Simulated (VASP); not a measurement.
# Mo3As in VASP: single point with PBE

Aim: the single point of Mo3As with PBE.

All numbers are computed with VASP 6.6.1; they aren't measurements. Logs are shortened: lines on timing, memory, paths and dates and some standing lists are left out, and cuts for length are marked.

## (1) The cell of the first run

The typed cell holds 8 atoms: a = 4.962 Å, b = 4.964 Å, c = 4.964 Å, α = 90.07°, β = 90.00°, γ = 89.97°.

## (2) Single point, PBE

Input file INCAR:

```
ALGO     = Normal         # electronic algorithm
EDIFF    = 1E-6           # SCF threshold, eV
ENCUT    = 500            # plane-wave cutoff, eV
GGA      = PE             # functional
GGA_COMPAT= False        
ISIF     = 2              # what is computed and relaxed
ISMEAR   = 0              # smearing method
LASPH    = True           # aspherical terms in the spheres
LCHARG   = False          # write CHGCAR
LREAL    = False          # projectors in reciprocal space
LWAVE    = False          # write WAVECAR
NBANDS   = 57             # bands
NELM     = 120            # most SCF steps
PREC     = Accurate       # precision mode
SIGMA    = 0.1            # smearing width, eV
```

Input file KPOINTS:

```
k-points
0
Gamma
  6 6 6
```

Input file POSCAR:

```
Mo3As
1.0
    4.9623700931      0.0012525276     -0.0000484986
    0.0013849544      4.9638076526     -0.0030952328
   -0.0000925202     -0.0030501755      4.9637100368
Mo As
6 2
Direct
    0.0000005999      0.4999607098      0.2499953730
    0.0000018711      0.5000430311      0.7499907590
    0.2499981124      0.9999772659      0.4999976968
    0.7500098945      0.0000170424      0.5000034756
    0.4999898716      0.7500010732     -0.0000369281
    0.5000148880      0.2499780601      0.0000409177
   -0.0000073054      1.0000190491      1.0000012838
    0.4999920678      0.5000037683      0.5000074222
```

Potentials or basis: VASP PAW PBE potentials, release 64 (Mo_sv, As).

Run with:

```sh
cat potpaw_PBE.64/Mo_sv/POTCAR potpaw_PBE.64/As/POTCAR > POTCAR
mpirun -np 1 vasp_std > vasp.out
```

OUTCAR:

```text
EDIFF = 1E-6
   ENCUT = 500
   GGA = PE
   ISIF = 2
   ISMEAR = 0
   LASPH = True
   LREAL = False
   NELM = 120
   PREC = Accurate

 ion  position               nearest neighbor table
   1  0.000  0.500  0.250-   2 2.48   2 2.48   7 2.77   8 2.77   8 2.77   7 2.78   6 3.04   4 3.04
                             6 3.04   3 3.04   5 3.04   3 3.04   5 3.04   4 3.04
   2  0.000  0.500  0.750-   1 2.48   1 2.48   7 2.77   8 2.77   8 2.77   7 2.78   5 3.04   3 3.04
                             5 3.04   4 3.04   6 3.04   4 3.04   6 3.04   3 3.04
   3  0.250  1.000  0.500-   4 2.48   4 2.48   8 2.77   7 2.77   7 2.77   8 2.78   2 3.04   5 3.04
                             6 3.04   1 3.04   1 3.04   5 3.04   6 3.04   2 3.04
   4  0.750  0.000  0.500-   3 2.48   3 2.48   8 2.77   7 2.77   7 2.77   8 2.78   1 3.04   6 3.04
                             5 3.04   2 3.04   2 3.04   6 3.04   5 3.04   1 3.04
   5  0.500  0.750  1.000-   6 2.48   6 2.48   8 2.77   7 2.77   7 2.77   8 2.78   2 3.04   3 3.04
                             4 3.04   2 3.04   1 3.04   3 3.04   1 3.04   4 3.04
   6  0.500  0.250  0.000-   5 2.48   5 2.48   8 2.77   7 2.77   7 2.77   8 2.78   1 3.04   4 3.04
                             3 3.04   1 3.04   2 3.04   4 3.04   2 3.04   3 3.04
   7  1.000  0.000  0.000-   1 2.77   2 2.77   6 2.77   5 2.77   4 2.77   3 2.77   4 2.77   3 2.77
                             6 2.77   5 2.77   2 2.78   1 2.78
   8  0.500  0.500  0.500-   5 2.77   6 2.77   3 2.77   4 2.77   2 2.77   1 2.77   2 2.77   1 2.77
                             4 2.78   3 2.78   5 2.78   6 2.78

  LATTYP: Found a triclinic cell.
 ALAT       =     4.9638088108
 B/A-ratio  =     0.9999802901
 C/A-ratio  =     0.9997101904
 COS(alpha) =     0.0000285677
 COS(beta)  =     0.0005314216
 COS(gamma) =     0.0012380600

  Lattice vectors:

 A1 = (  -0.0013849544,  -4.9638076526,   0.0030952328)
 A2 = (  -0.0000925202,  -0.0030501755,   4.9637100368)
 A3 = (  -4.9623700931,  -0.0012525276,   0.0000484986)

Analysis of symmetry for initial positions (statically):
=====================================================================
 Subroutine PRICEL returns:
 Original cell was already a primitive cell.

 Routine SETGRP: Setting up the symmetry group for a
 triclinic supercell.

 Subroutine GETGRP returns: Found  1 space group operations
 (whereof  1 operations were pure point group operations)
 out of a pool of  2 trial point group operations.

The static configuration has the point symmetry C_1 .

Analysis of symmetry for dynamics (positions and initial velocities):
=====================================================================
 Subroutine PRICEL returns:
 Original cell was already a primitive cell.

 Routine SETGRP: Setting up the symmetry group for a
 triclinic supercell.

 Subroutine GETGRP returns: Found  1 space group operations
 (whereof  1 operations were pure point group operations)
 out of a pool of  2 trial point group operations.

The dynamic configuration has the point symmetry C_1 .

 Subroutine INISYM returns: Found  1 space group operations
 (whereof  1 operations are pure point group operations),
 and found     1 'primitive' translations

----------------------------------------------------------------------------------------

                                     Primitive cell

  volume of cell :     122.2673

  direct lattice vectors                    reciprocal lattice vectors
     4.962370093  0.001252528 -0.000048499     0.201516624 -0.000056223  0.000003722
     0.001384954  4.963807653 -0.003095233    -0.000050848  0.201458341  0.000123794
    -0.000092520 -0.003050176  4.963710037     0.000001937  0.000125623  0.201462288

  length of vectors
     4.962370251  4.963808811  4.963710975     0.201516632  0.201458385  0.201462328

  position of ions in fractional coordinates (direct lattice)
     0.000000600  0.499960710  0.249995373
     0.000001871  0.500043031  0.749990759
     0.249998112  0.999977266  0.499997697
     0.750009895  0.000017042  0.500003476
     0.499989872  0.750001073  0.999963072
     0.500014888  0.249978060  0.000040918
     0.999992695  0.000019049  0.000001284
     0.499992068  0.500003768  0.500007422

  ion indices of the primitive-cell ions
   primitive index   ion index
                 1           1
                 2           2
                 3           3
                 4           4
                 5           5
                 6           6
                 7           7
                 8           8

----------------------------------------------------------------------------------------

 KPOINTS: k-points

Automatic generation of k-mesh.
 Grid dimensions read from file:
 generate k-points for:    6    6    6

 Generating k-lattice:

  Cartesian coordinates                     Fractional coordinates (reciprocal lattice)
     0.033586104 -0.000009370  0.000000620     0.166666667  0.000000000  0.000000000
    -0.000008475  0.033576390  0.000020632    -0.000000000  0.166666667 -0.000000000
     0.000000323  0.000020937  0.033577048     0.000000000 -0.000000000  0.166666667

  Length of vectors
     0.033586105  0.033576398  0.033577055

  Shift w.r.t. Gamma in fractional coordinates (k-lattice)
     0.000000000  0.000000000  0.000000000

 Subroutine IBZKPT returns following result:
 ===========================================

 Found    112 irreducible k-points:

 Following reciprocal coordinates:
            Coordinates               Weight
  0.000000  0.000000  0.000000      1.000000
  0.166667 -0.000000 -0.000000      2.000000
  0.333333 -0.000000 -0.000000      2.000000
  0.500000 -0.000000 -0.000000      1.000000
 -0.000000  0.166667 -0.000000      2.000000
  0.166667  0.166667 -0.000000      2.000000
[... 16 lines left out ...]
  0.333333  0.000000  0.166667      2.000000
  0.500000  0.000000  0.166667      2.000000
 [... further k-points ...]
   k-points           NKPTS =    112   k-points in BZ     NKDIM =    112   number of bands    NBANDS=     57
   number of dos      NEDOS =    301   number of ions     NIONS =      8
   total plane-waves  NPLWV =  46656
   dimension x,y,z NGX =    36 NGY =   36 NGZ =   36
   dimension x,y,z NGXF=    72 NGYF=   72 NGZF=   72
   ions per type =               6   2
   NGX,Y,Z   is equivalent  to a cutoff of  12.06, 12.06, 12.06 a.u.
   NGXF,Y,Z  is equivalent  to a cutoff of  24.12, 24.11, 24.11 a.u.
 SYSTEM =  unknown system
   PREC   = accura    normal or accurate (medium, high low for compatibility)
   ISTART =      0    job   : 0-new  1-cont  2-samecut
   ICHARG =      2    charge: 1-file 2-atom 10-const
   ISPIN  =      1    spin polarized calculation?
   LNONCOLLINEAR =      F non collinear calculations
   LSORBIT =      F    spin-orbit coupling
   LASPH  =      T    aspherical Exc in radial PAW
   ENCUT  =  500.0 eV  36.75 Ry    6.06 a.u.   9.05  9.05  9.05*2*pi/ulx,y,z
   NELM   =    120;   NELMIN=  2; NELMDL= -5     # of ELM steps
   EDIFF  = 0.1E-05   stopping-criterion for ELM
   LREAL  =      F    real-space projection
   EDIFFG = 0.1E-04   stopping-criterion for IOM
   NSW    =      0    number of steps for IOM
   IBRION =     -1    ionic relax: 0-MD 1-quasi-New 2-CG
   NFREE  =      0    steps in history (QN), initial steepest desc. (CG)
   ISIF   =      2    stress and relaxation
   ISYM   =      2    0-nonsym 1-usesym 2-fastsym
   POTIM  = 0.5000    time-step for ionic-motion
   TEBEG  =    0.0;   TEEND  =   0.0 temperature during run
   PSTRESS=    0.0 pullay stress
   NELECT =      94.0000    total number of electrons
   NUPDOWN=      -1.0000    fix difference up-down
   EMIN   =  10.00;   EMAX   =-10.00  energy-range for DOS
   EFERMI =   0.00;   METHOD = LEGACY
   ISMEAR =     0;   SIGMA  =   0.10  broadening in eV -4-tet -1-fermi 0-gaus
   EFERMI_NEDOS =   21; number of points for ismear=-14 and -15
   IALGO  =     38    algorithm
   IMIX   =      4    mixing-type and parameters
     AMIX     =   0.40;   BMIX     =  1.00
     AMIX_MAG =   1.60;   BMIX_MAG =  1.00
  volume/ion in A,a.u.               =      15.28       103.14
  Fermi-wavevector in a.u.,A,eV,Ry     =   1.499733  2.834085 30.602221  2.249200
  Thomas-Fermi vector in A             =   2.611325
   LORBIT       =      0    0 simple, 1 ext, 2 COOP (PROOUT), +10 PAW based schemes
   GGA     = PE    functional components
   LHFCALC =     F    Hartree Fock is set to
   AEXX    =    0.0000 exact exchange contribution
   IVDW    =     0    specifies the selected vdW correction
   LEPSILON=     F    determine dielectric tensor
   LRPA    =     F    only Hartree local field effects (RPA)
 non-spin polarized calculation
 Gauss-broadening in eV      SIGMA  =   0.10
  energy-cutoff  :      500.00
  volume of cell :      122.27
 maximum number of plane-waves:      3136
   NGX = 19   NGY = 19   NGZ = 19

 number of electron      93.9999977 magnetization

 Free energy of the ion-electron system (eV)
  ---------------------------------------------------
  ext. energy  EPLUGINS =         0.00000000
  ---------------------------------------------------
  free energy    TOTEN  =       -75.03085605 eV

  energy without entropy =      -75.00718051  energy(sigma->0) =      -75.01901828

 E-fermi :  12.4585     XC(G=0): -13.0544

 val. band max:       12.4195257721   @ k =   0.0000   0.1667   0.1667
 cond. band min:      12.4797718481   @ k =   0.5000   0.1667   0.0000
 fundamental gap:      0.0602460760
 Fermi energy:        12.4585145860

 k-point     1 :       0.0000    0.0000    0.0000
  band No.  band energies     occupation
      1     -49.0510      2.00000
      2     -48.9547      2.00000
      3     -48.9542      2.00000
      4     -48.6724      2.00000
      5     -48.6722      2.00000
      6     -48.6720      2.00000
[... 49 lines left out ...]
     56      14.7425      0.00000
     57      14.7694      0.00000

 k-point     2 :       0.1667   -0.0000   -0.0000
  band No.  band energies     occupation
      1     -49.0406      2.00000
      2     -48.9591      2.00000
      3     -48.9404      2.00000
      4     -48.6932      2.00000
      5     -48.6724      2.00000
      6     -48.6722      2.00000
[... 49 lines left out ...]
     56      14.5738      0.00000
     57      14.8200      0.00000
[... 1258 lines left out ...]
     56      14.5474      0.00000
     57      14.5714      0.00000

 k-point    24 :       0.5000    0.0000    0.1667
  band No.  band energies     occupation
      1     -48.9915      2.00000
      2     -48.9732      2.00000
      3     -48.8272      2.00000
      4     -48.8258      2.00000
      5     -48.6935      2.00000
      6     -48.6722      2.00000
[... 49 lines left out ...]
     56      14.5764      0.00000
     57      14.9146      0.00000

 [... further k-points ...]
[... 5 lines left out ...]
  --------------------------------------------------------------------------------------
  -------------------------------------------------------------------------------------
  Total        0.4539796      0.4147495      0.4172346     -0.0345817      0.0803632      0.0017761
  in kB        5.9488998      5.4348321      5.4673970     -0.4531549      1.0530709      0.0232735
  external PRESSURE =       5.6170430 kB  Pullay stress =       0.0000000 kB

 VOLUME and BASIS-vectors are now :
 -----------------------------------------------------------------------------
  energy-cutoff  :      500.00
  volume of cell :      122.27
      direct lattice vectors                 reciprocal lattice vectors
     4.962370093  0.001252528 -0.000048499     0.201516624 -0.000056223  0.000003722
     0.001384954  4.963807653 -0.003095233    -0.000050848  0.201458341  0.000123794
    -0.000092520 -0.003050176  4.963710037     0.000001937  0.000125623  0.201462288

 POSITION                                       TOTAL-FORCE (eV/Angst)
 -----------------------------------------------------------------------------------
      0.00067      2.48095      1.23936        -0.000014      0.000275     -0.000348
      0.00063      2.47983      3.72119        -0.000174      0.000004      0.000605
      1.24192      4.96248      2.47874         0.000757      0.000373      0.000115
      3.72178     -0.00050      2.48184        -0.000954     -0.000007     -0.000123
      2.48208      3.72044      4.96118        -0.000412     -0.001542      0.000064
      2.48161      1.24147     -0.00059         0.000034      0.001968      0.000053
      4.96233      0.00135     -0.00004         0.000376     -0.000814     -0.000072
      2.48179      2.48102      2.48032         0.000388     -0.000257     -0.000293
 -----------------------------------------------------------------------------------
    total drift:                                0.000000      0.000003      0.000005

  FREE ENERGIE OF THE ION-ELECTRON SYSTEM (eV)
  ---------------------------------------------------
  free  energy   TOTEN  =       -75.0308560453 eV

  energy  without entropy=      -75.0071805097  energy(sigma->0) =      -75.01901828
```

Run time: 16 min. Hardware: 1 thread of Intel Xeon 8259CL, shared host; peak memory 0.59 GiB.

What came out:

| Property | Result |
| --- | --- |
| Free energy | -75.0309 eV |
| Pressure | 0.6 GPa |
| Band gap on the k mesh | zero (band 47 reaches 13.23 eV, above the bottom of band 48 at 10.82 eV) |
